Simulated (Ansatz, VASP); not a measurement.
## W in VASP and in Ansatz

File INCAR:

```
SYSTEM = W
PREC     = Accurate       ! precision mode
ENCUT    = 500            ! plane-wave cutoff, eV
EDIFF    = 1E-6           ! SCF threshold, eV
ISMEAR   = 0              ! smearing method
SIGMA    = 0.15           ! smearing width, eV
LREAL    = .False.        ! projectors in reciprocal space
LASPH    = .True.         ! aspherical terms in the spheres
NELM     = 120            ! most SCF steps
ALGO     = Normal         ! electronic algorithm
ISIF     = 2              ! what is computed and relaxed
LWAVE    = .False.        ! write WAVECAR
LCHARG   = .True.         ! write CHGCAR
GGA      = PS             ! functional
LELF     = .True.         ! ELF
LVHAR    = .True.       
NBANDS   = 13             ! bands
GGA_COMPAT= .False.
```

The input KPOINTS:

```
Automatic mesh
0
Gamma
  22 22 22
  0 0 0
```

File POSCAR:

```
W
1.0
    0.0000000000      2.2907517786      1.4413410191
    2.2907517786      0.0000000000      1.4413410191
    2.2907517786      2.2907517786      0.0000000000
W
1
Direct
    0.0000000000      0.0000000000      0.0000000000
```

Input for Ansatz:

```yaml
crystal:
  lattice:
    - [0.0, 2.2907517786, 1.4413410191]
    - [2.2907517786, 0.0, 1.4413410191]
    - [2.2907517786, 2.2907517786, 0.0]
  atoms:
    - { symbol: W, position: [0.0, 0.0, 0.0] }
basis:
  ecutwfc: 420
kpoints:
  mp_grid: { grid: [22, 22, 22] }
hamiltonian:
  xc: pbesol
  pseudopotentials: { kind: paw, azcp: { folder: soft_1 } }
scf:
  occupations: { method: gaussian, width: 0.15 }
output:
  forces: true
  stress: true
  eigenvalues: true
```

Alike in both runs: task single point; functional PBEsol; k mesh 22 × 22 × 22; occupations gaussian, width 0.15 eV; no spin polarisation.

|  | VASP | Ansatz |
| --- | --- | --- |
| version | VASP 6.6.1 | Ansatz 0.2.0 |
| potentials or method | VASP PAW PBE potentials, release 64 (W_sv), cutoff 500 eV | scalar-relativistic, plane waves, PAW |
| valence electrons in the cell | 14 | 14 |

|  | VASP | Ansatz | Ansatz less VASP |
| --- | --- | --- | --- |
| gap on the k mesh at the Fermi level (eV) | none | none | - |
| pressure (GPa) | 16.1 | 15.3 | -0.75 |
| traceless stress, the component that is largest in VASP (GPa) | 27.93 | 27.90 | -0.033 |

VASP's potentials were made for PBE, not for PBEsol, and Ansatz warns of the same on its side. A gap of «none» marks a metal or a gap that the smearing closes.

Neither program's run includes spin-orbit coupling.
